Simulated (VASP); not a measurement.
Here is a VASP 6.6.1 calculation.

File INCAR:

```
SYSTEM = SnTe
PREC     = Accurate       ! precision mode
ENCUT    = 520            ! plane-wave cutoff, eV
EDIFF    = 1E-8           ! SCF threshold, eV
ISMEAR   = -1             ! smearing method
SIGMA    = 0.08           ! smearing width, eV
LREAL    = .False.        ! projectors in reciprocal space
LASPH    = .True.         ! aspherical terms in the spheres
NELM     = 60             ! most SCF steps
ALGO     = Normal         ! electronic algorithm
ISIF     = 2              ! what is computed and relaxed
LWAVE    = .False.        ! write WAVECAR
LCHARG   = .False.        ! write CHGCAR
LEFG     = .True.       
NBANDS   = 17             ! bands
```

The input KPOINTS:

```
regular mesh
0
Gamma
  11 11 11
  0 0 0
```

File POSCAR:

```
SnTe
1.0
    0.0000000000      3.2196300000      3.1565000000
    3.2196300000      0.0000000000      3.1565000000
    3.2196300000      3.2196300000      0.0000000000
Sn Te
1 1
Direct
    0.0000000000      0.0000000000      0.0000000000
    0.5000000000      0.5000000000      0.5000000000
```

Potentials or basis: VASP PAW LDA potentials, release 64 (Sn_d, Te).

Command:

```sh
$ cat potpaw_LDA.64/Sn_d/POTCAR potpaw_LDA.64/Te/POTCAR > POTCAR
$ mpirun -np 1 vasp_std > vasp.out
```

(1) Predict the band gap on the k mesh.

(2) Predict the pressure.

Results:

(1) 0.40 eV.

(2) -3.2 GPa.

Caveat: the cell differs from its parent crystal (equal xx and yy strain of +2 %); the cell stands under tension; without QUAD_EFG the Cq values of the log hold for a quadrupole moment of 1 mb, not for the nuclei; spin-orbit coupling is left out, which moves the levels of the heavy elements; an odd mesh through Γ misses points on the zone boundary, where band edges can lie.
